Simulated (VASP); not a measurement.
The system is PbS.

```xyz
2
Lattice="0.0000 2.9657 2.9657 2.9657 0.0000 2.9657 2.9657 2.9657 0.0000" Properties=species:S:1:pos:R:3 pbc="T T T"
Pb    0.0344   -0.0409    0.0070
S     2.9727    2.9388    2.9633
```

Base run:

- Program: VASP 6.6.1
- Functional: PBE
- Potentials or basis: VASP PAW PBE potentials, release 64 (Pb_d, S)
- Cutoff: 520 eV
- k mesh: 7 × 7 × 7
- Occupations: gaussian, width 0.05 eV
- Spin: no spin polarisation

Its results: band gap on the k mesh 0.95 eV; pressure 2.1 GPa; largest force 0.018 eV/Å.

Task: The run is repeated on the same cell with these changes: k mesh from 7 × 7 × 7 to 9 × 9 × 9. What comes out?

Result: Band gap on the k mesh 0.77 eV; pressure 2.1 GPa; largest force 0.019 eV/Å.

Caveats: spin-orbit coupling is left out, which moves the levels of the heavy elements.

A k mesh can miss the band edges.
